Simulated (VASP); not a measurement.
Hf2S, 6 atoms in the cell. Symmetry: P6_3/mmc, No. 194, hexagonal system. The conventional cell has a = 3.331 Å, b = 3.331 Å, c = 11.860 Å, α = 90.00°, β = 90.00°, γ = 120.00°. Hf (site symmetry 3m) has 3 S at 2.62 Å and 10 Hf at 3.05 to 3.56 Å within 3.6 Å. Within 3.5 Å of S (site symmetry -6m2) lie 6 Hf at 2.62 Å and 6 S at 3.33 Å.  This cell differs from its parent crystal: biaxial strain in the a-b plane: -1.5 %, then relaxed in part.

* Program: VASP 6.6.1
* Task: single point
* Functional: r2SCAN
* Potentials or basis: VASP PAW PBE potentials, release 64 (Hf_pv, S)
* Cutoff: 520 eV
* k mesh: 12 × 12 × 4
* Occupations: gaussian, width 0.1 eV
* Spin: no spin polarisation
* Dipole correction: no
* Further INCAR settings: ALGO = Normal; EDIFF = 1e-07; NBANDS = 35

Potentials or basis: VASP PAW PBE potentials, release 64 (Hf_pv, S).

Run with:

```console
$ cat potpaw_PBE.64/Hf_pv/POTCAR potpaw_PBE.64/S/POTCAR > POTCAR
$ cp INCAR.step1 INCAR
$ mpirun -np 1 vasp_std > vasp.out
$ cp INCAR.step2 INCAR
$ mpirun -np 1 vasp_std > vasp.out
```

Hardware: 1 thread of AMD EPYC 9R45 96-Core Processor (Zen 5), on a shared host.

Problem. Estimate the wall time of this run.

Solution. It took 12 min on 1 thread of AMD EPYC 9R45 96-Core Processor (Zen 5) (shared host), peak memory 0.36 GiB. Counts: k points 57.
